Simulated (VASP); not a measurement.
# Rh (P6/mmm) in VASP: a series of runs

Rh is run at these levels: LDA; tasks: single point.

Everything below comes from runs of VASP 6.6.1. Logs are shortened: lines on timing, memory, paths and dates and some standing lists are left out, and cuts for length are marked.

### Step 1. The cell of the first run

The structure is hexagonal, space group P6/mmm (No. 191). The conventional cell has a = 4.362 Å, b = 4.362 Å, c = 2.674 Å, α = 90.00°, β = 90.00°, γ = 120.00°. Within 3.5 Å of Rh (site symmetry 6/mmm) lie 14 Rh at 2.67 to 2.85 Å. Rh (site symmetry -6m2) has 11 Rh at 2.52 to 2.85 Å within 3.3 Å.

### Step 2. Single point, LDA (volume scaled by 1.08)

INCAR

```
SYSTEM = Rh
  ALGO = Normal
  EDIFF = 1E-7
  ENCUT = 520
  GGA = CA
  ISIF = 2
  ISMEAR = -1
  LASPH = .TRUE.
  LCHARG = .FALSE.
  LREAL = .FALSE.
  LWAVE = .FALSE.
  NBANDS = 30
  NELM = 80
  PREC = Accurate
  SIGMA = 0.1
```

KPOINTS

```
k-points
0
G
  10 10 14
  0 0 0
```

POSCAR

```
Rh
1.0
    4.3619558441      0.0000000000      0.0000000000
   -2.1809779221      3.7775645711      0.0000000000
    0.0000000000      0.0000000000      2.6736928495
Rh
3
Direct
    1.0000000000      1.0000000000      0.0000000000
    0.3333333333      0.6666666667      0.5000000000
    0.6666666667      0.3333333333      0.5000000000
```

Potentials or basis: VASP PAW LDA potentials, release 64 (Rh_pv).

Run with:

```bash
> cat potpaw_LDA.64/Rh_pv/POTCAR > POTCAR
> mpirun -np 1 vasp_std > vasp.out
```

OUTCAR:

```text
SYSTEM = Rh
   EDIFF = 1E-7
   ENCUT = 520
   GGA = CA
   ISIF = 2
   ISMEAR = -1
   LASPH = .TRUE.
   LREAL = .FALSE.
   NELM = 80
   PREC = Accurate

 ion  position               nearest neighbor table
   1  0.000  0.000  0.000-   2 2.85   3 2.85   2 2.85   3 2.85   2 2.85   2 2.85   3 2.85   3 2.85
                             3 2.85   3 2.85   2 2.85   2 2.85
   2  0.333  0.667  0.500-   3 2.52   3 2.52   3 2.52   1 2.85   1 2.85   1 2.85   1 2.85   1 2.85
                             1 2.85
   3  0.667  0.333  0.500-   2 2.52   2 2.52   2 2.52   1 2.85   1 2.85   1 2.85   1 2.85   1 2.85
                             1 2.85

  LATTYP: Found a hexagonal cell.
 ALAT       =     4.3619558441
 C/A-ratio  =     0.6129573396

  Lattice vectors:

 A1 = (   4.3619558441,   0.0000000000,   0.0000000000)
 A2 = (  -2.1809779221,   3.7775645711,   0.0000000000)
 A3 = (   0.0000000000,   0.0000000000,   2.6736928495)

Analysis of symmetry for initial positions (statically):
=====================================================================
 Subroutine PRICEL returns:
 Original cell was already a primitive cell.

 Routine SETGRP: Setting up the symmetry group for a
 hexagonal supercell.

 Subroutine GETGRP returns: Found 24 space group operations
 (whereof 24 operations were pure point group operations)
 out of a pool of 24 trial point group operations.

The static configuration has the point symmetry D_6h.

Analysis of symmetry for dynamics (positions and initial velocities):
=====================================================================
 Subroutine PRICEL returns:
 Original cell was already a primitive cell.

 Routine SETGRP: Setting up the symmetry group for a
 hexagonal supercell.

 Subroutine GETGRP returns: Found 24 space group operations
 (whereof 24 operations were pure point group operations)
 out of a pool of 24 trial point group operations.

The dynamic configuration has the point symmetry D_6h.

 Subroutine INISYM returns: Found 24 space group operations
 (whereof 24 operations are pure point group operations),
 and found     1 'primitive' translations

----------------------------------------------------------------------------------------

                                     Primitive cell

  volume of cell :      44.0560

  direct lattice vectors                    reciprocal lattice vectors
     4.361955844  0.000000000  0.000000000     0.229254957  0.132360411  0.000000000
    -2.180977922  3.777564571  0.000000000     0.000000000  0.264720822  0.000000000
     0.000000000  0.000000000  2.673692850     0.000000000  0.000000000  0.374014540

  length of vectors
     4.361955844  4.361955844  2.673692850     0.264720822  0.264720822  0.374014540

  position of ions in fractional coordinates (direct lattice)
     0.000000000  0.000000000  0.000000000
     0.333333333  0.666666667  0.500000000
     0.666666667  0.333333333  0.500000000

  ion indices of the primitive-cell ions
   primitive index   ion index
                 1           1
                 2           2
                 3           3

----------------------------------------------------------------------------------------

 KPOINTS: k-points

Automatic generation of k-mesh.
 Grid dimensions read from file:
 generate k-points for:   10   10   14

 Generating k-lattice:

  Cartesian coordinates                     Fractional coordinates (reciprocal lattice)
     0.022925496  0.013236041  0.000000000     0.100000000 -0.000000000  0.000000000
     0.000000000  0.026472082  0.000000000     0.000000000  0.100000000  0.000000000
     0.000000000  0.000000000  0.026715324     0.000000000  0.000000000  0.071428571

  Length of vectors
     0.026472082  0.026472082  0.026715324

  Shift w.r.t. Gamma in fractional coordinates (k-lattice)
     0.000000000  0.000000000  0.000000000

 Subroutine IBZKPT returns following result:
 ===========================================

 Found    112 irreducible k-points:

 Following reciprocal coordinates:
            Coordinates               Weight
  0.000000  0.000000  0.000000      1.000000
  0.100000  0.000000  0.000000      6.000000
  0.200000  0.000000  0.000000      6.000000
  0.300000  0.000000  0.000000      6.000000
  0.400000  0.000000  0.000000      6.000000
  0.500000  0.000000  0.000000      3.000000
[... 16 lines left out ...]
  0.300000  0.100000  0.071429     24.000000
  0.400000  0.100000  0.071429     24.000000
 [... further k-points ...]
   k-points           NKPTS =    112   k-points in BZ     NKDIM =    112   number of bands    NBANDS=     30
   number of dos      NEDOS =    301   number of ions     NIONS =      3
   total plane-waves  NPLWV =  20480
   dimension x,y,z NGX =    32 NGY =   32 NGZ =   20
   dimension x,y,z NGXF=    64 NGYF=   64 NGZF=   40
   ions per type =               3
   NGX,Y,Z   is equivalent  to a cutoff of  12.20, 12.20, 12.44 a.u.
   NGXF,Y,Z  is equivalent  to a cutoff of  24.39, 24.39, 24.87 a.u.
 SYSTEM =  Rh
   PREC   = accura    normal or accurate (medium, high low for compatibility)
   ISTART =      0    job   : 0-new  1-cont  2-samecut
   ICHARG =      2    charge: 1-file 2-atom 10-const
   ISPIN  =      1    spin polarized calculation?
   LNONCOLLINEAR =      F non collinear calculations
   LSORBIT =      F    spin-orbit coupling
   LASPH  =      T    aspherical Exc in radial PAW
   ENCUT  =  520.0 eV  38.22 Ry    6.18 a.u.   8.11  8.11  4.97*2*pi/ulx,y,z
   NELM   =     80;   NELMIN=  2; NELMDL= -5     # of ELM steps
   EDIFF  = 0.1E-06   stopping-criterion for ELM
   LREAL  =      F    real-space projection
   EDIFFG = 0.1E-05   stopping-criterion for IOM
   NSW    =      0    number of steps for IOM
   IBRION =     -1    ionic relax: 0-MD 1-quasi-New 2-CG
   NFREE  =      0    steps in history (QN), initial steepest desc. (CG)
   ISIF   =      2    stress and relaxation
   ISYM   =      2    0-nonsym 1-usesym 2-fastsym
   POTIM  = 0.5000    time-step for ionic-motion
   TEBEG  =    0.0;   TEEND  =   0.0 temperature during run
   PSTRESS=    0.0 pullay stress
   NELECT =      45.0000    total number of electrons
   NUPDOWN=      -1.0000    fix difference up-down
   EMIN   =  10.00;   EMAX   =-10.00  energy-range for DOS
   EFERMI =   0.00;   METHOD = LEGACY
   ISMEAR =    -1;   SIGMA  =   0.10  broadening in eV -4-tet -1-fermi 0-gaus
   EFERMI_NEDOS =   21; number of points for ismear=-14 and -15
   IALGO  =     38    algorithm
   IMIX   =      4    mixing-type and parameters
     AMIX     =   0.40;   BMIX     =  1.00
     AMIX_MAG =   1.60;   BMIX_MAG =  1.00
  volume/ion in A,a.u.               =      14.69        99.10
  Fermi-wavevector in a.u.,A,eV,Ry     =   1.648709  3.115609 36.983936  2.718243
  Thomas-Fermi vector in A             =   2.737953
   LORBIT       =      0    0 simple, 1 ext, 2 COOP (PROOUT), +10 PAW based schemes
   GGA     = CA    functional components
   LHFCALC =     F    Hartree Fock is set to
   AEXX    =    0.0000 exact exchange contribution
   IVDW    =     0    specifies the selected vdW correction
   LEPSILON=     F    determine dielectric tensor
   LRPA    =     F    only Hartree local field effects (RPA)
 non-spin polarized calculation
  energy-cutoff  :      520.00
  volume of cell :       44.06
 maximum number of plane-waves:      1206
   NGX = 17   NGY = 17   NGZ =  9

 number of electron      44.9999997 magnetization

 Free energy of the ion-electron system (eV)
  ---------------------------------------------------
  ext. energy  EPLUGINS =         0.00000000
  ---------------------------------------------------
  free energy    TOTEN  =       -25.17938497 eV

  energy without entropy =      -24.97782855  energy(sigma->0) =      -25.07860676

 E-fermi :  10.5704     XC(G=0): -13.9193

 val. band max:       10.5642731617   @ k =   0.4000   0.0000   0.3571
 cond. band min:      10.5745974705   @ k =   0.4000   0.2000   0.4286
 fundamental gap:      0.0103243087
 Fermi energy:        10.5704103784

 k-point     1 :       0.0000    0.0000    0.0000
  band No.  band energies     occupation
      1     -36.1176      2.00000
      2     -36.1176      2.00000
      3     -35.7614      2.00000
      4     -35.7614      2.00000
      5     -35.5695      2.00000
      6     -35.4563      2.00000
[... 22 lines left out ...]
     29      18.7212      0.00000
     30      19.2757      0.00000

 k-point     2 :       0.1000    0.0000    0.0000
  band No.  band energies     occupation
      1     -36.1283      2.00000
      2     -36.1152      2.00000
      3     -35.7464      2.00000
      4     -35.7457      2.00000
      5     -35.5659      2.00000
      6     -35.4751      2.00000
[... 22 lines left out ...]
     29      20.0355      0.00000
     30      20.3115      0.00000

 k-point     3 :       0.2000    0.0000    0.0000
  band No.  band energies     occupation
      1     -36.1534      2.00000
      2     -36.1024      2.00000
      3     -35.7111      2.00000
      4     -35.7084      2.00000
      5     -35.5559      2.00000
      6     -35.5240      2.00000
[... 22 lines left out ...]
     29      21.0624      0.00000
     30      21.9154      0.00000

 k-point     4 :       0.3000    0.0000    0.0000
  band No.  band energies     occupation
      1     -36.1803      2.00000
      2     -36.0710      2.00000
      3     -35.6980      2.00000
      4     -35.6603      2.00000
      5     -35.5704      2.00000
      6     -35.5418      2.00000
[... 22 lines left out ...]
     29      22.5297      0.00000
     30      23.4479      0.00000

 k-point     5 :       0.4000    0.0000    0.0000
  band No.  band energies     occupation
      1     -36.1996      2.00000
      2     -36.0243      2.00000
      3     -35.7463      2.00000
      4     -35.6123      2.00000
      5     -35.5702      2.00000
      6     -35.5281      2.00000
[... 22 lines left out ...]
     29      24.3395      0.00000
     30      24.7198      0.00000
[... 526 lines left out ...]
     29      19.9371      0.00000
     30      22.1238      0.00000

 k-point    22 :       0.2000    0.1000    0.0714
  band No.  band energies     occupation
      1     -36.1631      2.00000
      2     -36.0858      2.00000
      3     -35.6993      2.00000
      4     -35.6715      2.00000
      5     -35.5678      2.00000
      6     -35.5603      2.00000
[... 22 lines left out ...]
     29      21.1617      0.00000
     30      23.5324      0.00000

 k-point    23 :       0.3000    0.1000    0.0714
  band No.  band energies     occupation
      1     -36.1830      2.00000
      2     -36.0464      2.00000
      3     -35.7298      2.00000
      4     -35.6254      2.00000
      5     -35.5806      2.00000
      6     -35.5487      2.00000
[... 22 lines left out ...]
     29      22.8080      0.00000
     30      24.9065      0.00000

 k-point    24 :       0.4000    0.1000    0.0714
  band No.  band energies     occupation
      1     -36.1945      2.00000
      2     -36.0015      2.00000
      3     -35.7882      2.00000
      4     -35.5861      2.00000
      5     -35.5676      2.00000
      6     -35.5409      2.00000
[... 22 lines left out ...]
     29      24.5248      0.00000
     30      25.8200      0.00000

 [... further k-points ...]

------------------------ aborting loop because EDIFF is reached ----------------------------------------

  FORCE on cell =-STRESS in cart. coord.  units (eV):
  Direction    XX          YY          ZZ          XY          YZ          ZX
  --------------------------------------------------------------------------------------
  -------------------------------------------------------------------------------------
  Total       -5.0071365     -5.0071365     -4.7999547      0.0000000      0.0000000      0.0000000
  in kB     -182.0938733   -182.0938733   -174.5593219      0.0000000      0.0000000      0.0000000
  external PRESSURE =    -179.5823562 kB  Pullay stress =       0.0000000 kB

 VOLUME and BASIS-vectors are now :
 -----------------------------------------------------------------------------
  energy-cutoff  :      520.00
  volume of cell :       44.06
      direct lattice vectors                 reciprocal lattice vectors
     4.361955844  0.000000000  0.000000000     0.229254957  0.132360411  0.000000000
    -2.180977922  3.777564571  0.000000000     0.000000000  0.264720822  0.000000000
     0.000000000  0.000000000  2.673692850     0.000000000  0.000000000  0.374014540

 POSITION                                       TOTAL-FORCE (eV/Angst)
 -----------------------------------------------------------------------------------
      0.00000      0.00000      0.00000         0.000000      0.000000      0.000000
     -0.00000      2.51838      1.33685         0.000000      0.000000      0.000000
      2.18098      1.25919      1.33685        -0.000000      0.000000      0.000000
 -----------------------------------------------------------------------------------
    total drift:                               -0.000000      0.000000      0.000000

  FREE ENERGIE OF THE ION-ELECTRON SYSTEM (eV)
  ---------------------------------------------------
  free  energy   TOTEN  =       -25.1793849673 eV

  energy  without entropy=      -24.9778285452  energy(sigma->0) =      -25.07860676
```

Run time: 39 s. Hardware: 1 thread of Intel Xeon Platinum 8559C (Emerald Rapids), shared host; peak memory 0.22 GiB.

What came out:

```
Free energy : -25.1794 eV
Pressure    : -18.0 GPa
```

Levels at points of the mesh, in eV from the Fermi level:
| k point | band 19 | band 20 | band 21 | band 22 | band 23 | band 24 | band 25 | band 26 | band 27 | band 28 |
| --- | --- | --- | --- | --- | --- | --- | --- | --- | --- | --- |
| (0.00, 0.00, 0.00) | -2.32 | -1.53 | -1.53 | -1.47 | -1.47 | 0.72 | 0.72 | 8.12 | 8.12 | 8.15 |
| (0.50, 0.00, 0.00) | -1.32 | -1.28 | -0.23 | 0.07 | 0.10 | 0.13 | 0.39 | 0.77 | 1.14 | 8.56 |
| (0.00, 0.00, 0.50) | -2.17 | -0.04 | -0.04 | 0.33 | 0.33 | 1.42 | 2.65 | 3.44 | 9.34 | 10.12 |
| (0.50, 0.00, 0.50) | -1.27 | -0.80 | -0.39 | 0.13 | 0.50 | 1.07 | 2.85 | 3.44 | 6.91 | 7.55 |

### Step 3. Single point, LDA (volume scaled by 1.12)

INCAR

```
SYSTEM = Rh
PREC = Accurate
ENCUT = 520
EDIFF = 1E-6
ISMEAR = -1
SIGMA = 0.1
LREAL = .False.
LASPH = .True.
NELM = 80
ALGO = Normal
ISIF = 2
LWAVE = .False.
LCHARG = .False.
NBANDS = 30
```

KPOINTS

```
Automatic mesh
0
Gamma
  10 10 14
  0 0 0
```

POSCAR

```
Rh
1.0
    4.4151556706      0.0000000000      0.0000000000
   -2.2075778353      3.8236369724      0.0000000000
    0.0000000000      0.0000000000      2.7063020737
Rh
3
Direct
    1.0000000000      1.0000000000      0.0000000000
    0.3333333333      0.6666666667      0.5000000000
    0.6666666667      0.3333333333      0.5000000000
```

Potentials or basis: VASP PAW LDA potentials, release 64 (Rh_pv).

Run with:

```bash
> cat potpaw_LDA.64/Rh_pv/POTCAR > POTCAR
> mpirun -np 1 vasp_std > vasp.out
```

Run time: 42 s. Hardware: 1 thread of Intel Xeon Platinum 8559C (Emerald Rapids), shared host; peak memory 0.22 GiB.

It converged, with:

```
Free energy : -24.9633 eV
Pressure    : -24.4 GPa
```

Stress tensor (GPa, compression positive):
```
-24.85   0.00   0.00
  0.00 -24.85   0.00
  0.00   0.00 -23.59
```

Levels at points of the mesh, in eV from the Fermi level:
```csv
k point,band 21,band 22,band 23,band 24,band 25,band 26
"(0.00, 0.00, 0.00)",-1.44,-1.38,-1.38,0.67,0.67,7.89
"(0.50, 0.00, 0.00)",-0.22,0.06,0.09,0.12,0.37,0.72
"(0.00, 0.00, 0.50)",-0.04,0.31,0.31,1.33,2.55,3.30
"(0.50, 0.00, 0.50)",-0.36,0.12,0.47,1.00,2.81,3.31
```
